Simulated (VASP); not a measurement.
A run of VASP 6.6.1:

The input POSCAR:

```
MgO
1.0
    2.6233491278      0.0000000000      0.0000000000
    0.0000000000      2.6233491278      0.0000000000
    0.0000000000      0.0000000000      2.6233491278
Mg O
1 1
Direct
    0.0000000000      0.0000000000      0.0000000000
    0.5000000000      0.5000000000      0.5000000000
```

INCAR.step1

```
SYSTEM = MgO
PREC = Accurate
ENCUT = 920
ISMEAR = 0
SIGMA = 0.2
LREAL = .FALSE.
LASPH = .TRUE.
NELM = 120
NBANDS = 15
GGA = PE
ALGO = Normal
EDIFF = 1E-5
LWAVE = .TRUE.
LCHARG = .FALSE.
GGA_COMPAT = .FALSE.
```

The input INCAR.step2:

```
SYSTEM = MgO
PREC = Accurate
ENCUT = 920
EDIFF = 1E-6
ISMEAR = 0
SIGMA = 0.2
LREAL = .FALSE.
LASPH = .TRUE.
NELM = 120
ALGO = Normal
ISIF = 2
LWAVE = .FALSE.
LCHARG = .TRUE.
METAGGA = R2SCAN
LMIXTAU = .TRUE.
LELF = .TRUE.
LVHAR = .TRUE.
NBANDS = 15
ISTART = 1
GGA_COMPAT = .FALSE.
```

The input KPOINTS:

```
regular mesh
0
G
  6 6 6
  0 0 0
```

Potentials or basis: VASP PAW PBE potentials, release 64 (Mg_sv, O).

Run with:

```bash
$ cat potpaw_PBE.64/Mg_sv/POTCAR potpaw_PBE.64/O/POTCAR > POTCAR
$ cp INCAR.step1 INCAR
$ mpirun -np 1 vasp_std > vasp.out
$ cp INCAR.step2 INCAR
$ mpirun -np 1 vasp_std > vasp.out
```

Hardware: 1 thread of Intel(R) Xeon(R) Platinum 8259CL CPU @ 2.50GHz (Skylake/Cascade Lake) (shared host).

**Question.** How long does it take, and how much memory?

**Answer.** Wall time 42 s on 1 thread of Intel(R) Xeon(R) Platinum 8259CL CPU @ 2.50GHz (Skylake/Cascade Lake) (shared host), peak memory 0.16 GiB. Counts: k points 20.
